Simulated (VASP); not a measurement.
Input of a VASP 6.6.1 run:

INCAR

```
PREC = Accurate ; ENCUT = 520
EDIFF = 1E-8 ; ISMEAR = -1
SIGMA = 0.08 ; LREAL = False
LASPH = True ; NELM = 100
ALGO = Normal ; ISIF = 2
LWAVE = False ; LCHARG = False
GGA = CA ; LEFG = True
NBANDS = 24
```

The input KPOINTS:

```
regular mesh
0
Gamma
  8 8 9
```

POSCAR

```
LaHg2
1.0
    4.9579982887      0.0000000000      0.0000000000
   -2.4789991444      4.2937524700      0.0000000000
    0.0000000000      0.0000000000      3.6400000000
La Hg
1 2
Direct
    0.0000000000      0.0000000000      0.0000000000
    0.3333333333      0.6666666667      0.5000000000
    0.6666666667      0.3333333333      0.5000000000
```

Potentials or basis: VASP PAW LDA potentials, release 64 (La, Hg).

Run with:

```console
$ cat potpaw_LDA.64/La/POTCAR potpaw_LDA.64/Hg/POTCAR > POTCAR
$ mpirun -np 1 vasp_std > vasp.out
```

Question: Estimate the pressure.

Answer: -2.6 GPa.

Electric field gradients, principal values (V/Å²):
```tsv
atom	least	middle	greatest (by size)
1 La	-36.957	-36.958	73.915
2 Hg	-157.247	-157.247	314.495
3 Hg	-157.247	-157.247	314.495
```

Caveat: without QUAD_EFG the Cq values of the log hold for a quadrupole moment of 1 mb, not for the nuclei.
